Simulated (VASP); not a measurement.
Input of a VASP 6.6.1 run:

Contents of INCAR:

```
SYSTEM = FePt
PREC = Accurate
ENCUT = 520
EDIFF = 1E-6
ISMEAR = 0
SIGMA = 0.016
LREAL = .False.
LASPH = .True.
NELM = 150
ALGO = Normal
ISIF = 2
LWAVE = .False.
LCHARG = .False.
ISPIN = 2
MAGMOM = 0 3
LORBIT = 11
LMAXMIX = 4
GGA = PE
NBANDS = 20
```

The input KPOINTS:

```
regular mesh
0
Gamma
  10 10 7
  0 0 0
```

The input POSCAR:

```
FePt
1.0
    2.7235000000      0.0000000000      0.0000000000
    0.0000000000      2.7235000000      0.0000000000
    0.0000000000      0.0000000000      3.7200000000
Pt Fe
1 1
Direct
    0.5000000000      0.5000000000      0.5000000000
    0.0000000000      0.0000000000      0.0000000000
```

Potentials or basis: VASP PAW PBE potentials, release 64 (Pt, Fe).

Launch:

```sh
$ cat potpaw_PBE.64/Pt/POTCAR potpaw_PBE.64/Fe/POTCAR > POTCAR
$ mpirun -np 1 vasp_std > vasp.out
```

Task: Estimate the pressure.

Result: 2.8 GPa.

Task: Estimate the net moment.

Result: 3.25 μB per cell.

Task: Estimate the site moments.

Result: Pt +0.32; Fe +2.91 μB.

Stress tensor (GPa, compression positive):
```
2.60 0.00 0.00
0.00 2.60 0.00
0.00 0.00 3.19
```
